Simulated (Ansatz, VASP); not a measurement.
# One calculation of Zr, two programs

INCAR

```
SYSTEM = Zr
PREC     = Accurate       ! precision mode
ENCUT    = 520            ! plane-wave cutoff, eV
EDIFF    = 1E-7           ! SCF threshold, eV
ISMEAR   = -1             ! smearing method
SIGMA    = 0.1            ! smearing width, eV
LREAL    = .False.        ! projectors in reciprocal space
LASPH    = .True.         ! aspherical terms in the spheres
NELM     = 80             ! most SCF steps
ALGO     = Normal         ! electronic algorithm
ISIF     = 2              ! what is computed and relaxed
LWAVE    = .False.        ! write WAVECAR
LCHARG   = .False.        ! write CHGCAR
GGA      = B5             ! functional
ALDAX    = 1.0          
AGGAX    = 1.0          
AGGAC    = 1.0          
ALDAC    = 0.0          
NBANDS   = 25             ! bands
```

File KPOINTS:

```
Automatic mesh
0
Gamma
  10 10 13
  0 0 0
```

Contents of POSCAR:

```
Zr
1.0
    4.8941363489      0.0000000000      0.0000000000
   -2.4470681745      4.2384464077      0.0000000000
    0.0000000000      0.0000000000      3.0450383357
Zr
3
Direct
    1.0000000000      1.0000000000      0.0000000000
    0.3333333333      0.6666666667      0.5000000000
    0.6666666667      0.3333333333      0.5000000000
```

Input for Ansatz:

```yaml
crystal:
  lattice:
    - [4.8941363489, 0.0, 0.0]
    - [-2.4470681745, 4.2384464077, 0.0]
    - [0.0, 0.0, 3.0450383357]
  atoms:
    - { symbol: Zr, position: [1.0, 1.0, 0.0] }
    - { symbol: Zr, position: [0.3333333333, 0.6666666667, 0.5] }
    - { symbol: Zr, position: [0.6666666667, 0.3333333333, 0.5] }
hamiltonian:
  xc: blyp
  pseudopotentials:
    kind: paw
    azcp:
      Zr: "pseudopotentials/Zr.paw.azcp"
basis:
  ecutwfc: 420
  fft_grid_basis: typed
kpoints:
  mp_grid: { grid: [10, 10, 13], shift: [0, 0, 0] }
magnetization:
  spin_polarized: false
scf:
  occupations: { method: fermi_dirac, width: 0.1 }
output:
  stress: true
```

Alike in both runs: task single point; functional BLYP; k mesh 10 × 10 × 13; occupations fermi-dirac, width 0.1 eV; no spin polarisation.

|  | VASP | Ansatz |
| --- | --- | --- |
| version | VASP 6.6.1 | Ansatz 0.2.0 |
| potentials or method | VASP PAW PBE potentials, release 64 (Zr_sv), cutoff 520 eV | plane waves (420 eV) with PAW, scalar-relativistic |
| valence electrons in the cell | 36 | 36 |

Ansatz gave:

| Property | Result |
| --- | --- |
| pressure (GPa) | 14.4 |
| traceless stress, the component that is largest in VASP (GPa) | 0.09 |

Which values does VASP return?

Pressure (GPa): 14.6; traceless stress, the component that is largest in VASP (GPa): 0.07.

VASP's potentials were made for PBE, not for BLYP.
